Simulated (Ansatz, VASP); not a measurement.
Two plane-wave programs on Na

File INCAR:

```
ALGO = Fast
EDIFF = 1E-6
ENCUT = 520
ISIF = 2
ISMEAR = 0
LASPH = True
LCHARG = False
LREAL = False
LWAVE = False
NBANDS = 14
NELM = 80
PREC = Accurate
SIGMA = 0.15
```

Contents of KPOINTS:

```
k-points
0
Gamma
  12 12 10
```

POSCAR

```
Na
1.0
    0.0000000000     -3.6205084948      0.0000000000
   -3.6205084948      0.0000000000      0.0000000000
    0.0000000000      0.0000000000     -5.0841636952
Na
2
Direct
    0.5000000000      0.6637891475      0.5199246142
    0.0000000000     -0.1637891475     -0.0199246142
```

Input for Ansatz:

```yaml
crystal:
  lattice:
    - [0.0, -3.6205084948, 0.0]
    - [-3.6205084948, 0.0, 0.0]
    - [0.0, 0.0, -5.0841636952]
  atoms:
    - { symbol: Na, position: [0.5, 0.6637891475, 0.5199246142] }
    - { symbol: Na, position: [0.0, -0.1637891475, -0.0199246142] }
basis:
  ecutwfc: 520.0
kpoints:
  mp_grid: { grid: [12, 12, 10] }
hamiltonian:
  xc: lda
  pseudopotentials: { kind: paw }
scf:
  occupations: { method: gaussian, width: 0.15 }
output:
  forces: true
  stress: true
  eigenvalues: true
```

Change from the starting cell: mode 4 frozen in at -0.593 Å and mode 6 at -0.101 Å (largest displacements).

Alike in both runs: task single point; functional LDA; k mesh 12 × 12 × 10; occupations gaussian, width 0.15 eV; no spin polarisation.

```csv
,VASP,Ansatz
version,VASP 6.6.1,Ansatz 0.2.0
potentials or method,"VASP PAW LDA potentials, release 64 (Na_pv), cutoff 520 eV","scalar-relativistic, plane waves, PAW"
valence electrons in the cell,14,18
```

Ansatz gave:

| Item | Value |
| --- | --- |
| gap on the k mesh at the Fermi level (eV) | none |
| pressure (GPa) | 0.8 |
| traceless stress, the component that is largest in VASP (GPa) | -2.12 |
| rms of the force components (eV/Å) | 0.219 |

Question: What did VASP give for the same quantities?

Answer: gap on the k mesh at the Fermi level (eV): none; pressure (GPa): 0.8; traceless stress, the component that is largest in VASP (GPa): -2.13; rms of the force components (eV/Å): 0.219.

LDA's correlation is that of Perdew and Zunger in VASP and of Perdew and Wang (1992) in Ansatz. Atom by atom the forces differ by 0.001 eV/Å (rms over components). A gap of «none» marks a metal or a gap that the smearing closes. VASP's potentials hold 14 valence electrons a cell and Ansatz's 18, so a difference there can come from the potentials and not from the codes.
